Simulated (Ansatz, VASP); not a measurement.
**WS2 in VASP and in Ansatz**

The input INCAR:

```
ALGO = Normal
DIPOL = 0.5 0.5 0.500
EDIFF = 1E-7
ENCUT = 520
GGA = PE
GGA_COMPAT = F
IDIPOL = 3
ISIF = 2
ISMEAR = 0
IVDW = 12
LASPH = T
LCHARG = F
LDIPOL = T
LMAXMIX = 4
LORBIT = 11
LORBMOM = T
LREAL = F
LSORBIT = T
LWAVE = F
MAGMOM = 0 0 0 0 0 0 0 0 0
NBANDS = 39
NELM = 150
PREC = Accurate
SIGMA = 0.02
```

KPOINTS

```
k-points
0
Gamma
  12 12 1
```

Contents of POSCAR:

```
WS2
1.0
    3.1593824567      0.0000000000      0.0000000000
   -1.5796912283      2.7361054678      0.0000000000
    0.0000000000      0.0000000000     32.2996392432
S W
2 1
Direct
    0.3333333333      0.6666666667      0.4512038809
    0.3333333333      0.6666666667      0.5487961191
    0.6666666667      0.3333333333      0.5000000000
```

Input for Ansatz:

```yaml
crystal:
  lattice:
    - [3.1593824567, 0.0, 0.0]
    - [-1.5796912283, 2.7361054678, 0.0]
    - [0.0, 0.0, 32.2996392432]
  atoms:
    - { symbol: S, position: [0.3333333333, 0.6666666667, 0.4512038809] }
    - { symbol: W, position: [0.6666666667, 0.3333333333, 0.5] }
    - { symbol: S, position: [0.3333333333, 0.6666666667, 0.5487961191] }
  periodic: [true, true, false]
basis:
  ecutwfc: 420
kpoints:
  mp_grid: { grid: [12, 12, 1] }
hamiltonian:
  xc: pbe
  dispersion: d3bj
scf:
  occupations: { method: gaussian, width: 0.02 }
output:
  forces: false
  stress: false
  eigenvalues: true
  eigenstates:
    kpoints:
      - [0.333333, 0.333333, 0.0]
      - [0.343389627, 0.328304687, 0.0]
      - [0.323276373, 0.338361313, 0.0]
      - [0.333333, 0.342042294, 0.0]
      - [0.333333, 0.324623706, 0.0]
      - [0.340444109, 0.335935847, 0.0]
      - [0.326221891, 0.330730153, 0.0]
      - [0.169271, 0.169271, 0.0]
      - [0.179327627, 0.164242687, 0.0]
      - [0.159214373, 0.174299313, 0.0]
      - [0.169271, 0.177980294, 0.0]
      - [0.169271, 0.160561706, 0.0]
      - [0.176382109, 0.171873847, 0.0]
      - [0.162159891, 0.166668153, 0.0]
    e_range: [-3.134457, 3.134457]
magnetization:
  noncollinear: true
  spin_orbit: true
checkpoint:
  read: start.run
  write: ck
  compress: false
  write_wavefunctions: false
  write_every: 100000
```

Alike in both runs: task single point; functional PBE; dispersion D3(BJ); k mesh 12 × 12 × 1; occupations gaussian, width 0.02 eV; non-collinear spin, spin-orbit coupling.

```csv
,VASP,Ansatz
version,VASP 6.6.1,Ansatz 0.2.0
potentials or method,"VASP PAW PBE potentials, release 64 (S, W_sv), cutoff 520 eV","plane waves, PAW"
valence electrons in the cell,26,26
```

```tsv
	VASP	Ansatz	Ansatz less VASP
net moment per atom (μB)	0.00	0.00	0.000
```
